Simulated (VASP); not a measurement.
Input of a VASP 6.6.1 run:

Contents of INCAR:

```
SYSTEM = Zn
PREC     = Accurate       ! precision mode
ENCUT    = 520            ! plane-wave cutoff, eV
EDIFF    = 1E-7           ! SCF threshold, eV
ISMEAR   = -1             ! smearing method
SIGMA    = 0.05           ! smearing width, eV
LREAL    = .FALSE.        ! projectors in reciprocal space
LASPH    = .TRUE.         ! aspherical terms in the spheres
NELM     = 100            ! most SCF steps
ALGO     = Normal         ! electronic algorithm
ISIF     = 2              ! what is computed and relaxed
LWAVE    = .FALSE.        ! write WAVECAR
LCHARG   = .FALSE.        ! write CHGCAR
GGA      = PS             ! functional
NBANDS   = 19             ! bands
```

File KPOINTS:

```
regular mesh
0
G
  10 10 5
  0 0 0
```

The input POSCAR:

```
Zn
1.0
    2.6034139782      0.0000000000      0.0000000000
   -1.3017069891      2.2546226417      0.0000000000
    0.0000000000      0.0000000000      4.8424341286
Zn
2
Direct
    0.3333333333      0.6666666667      0.2500000000
    0.6666666667      0.3333333333      0.7500000000
```

Potentials or basis: VASP PAW PBE potentials, release 64 (Zn).

The run is started by

```console
$ cat potpaw_PBE.64/Zn/POTCAR > POTCAR
$ mpirun -np 1 vasp_std > vasp.out
```

(1) Predict the pressure.

(2) Predict the band gap on the k mesh.

Answers

(1) 0.4 GPa.

(2) zero (band 12 reaches 4.55 eV, above the bottom of band 13 at 0.43 eV).

Caveat: the PAW data sets were made with another functional, which shifts forces and pressure a little.
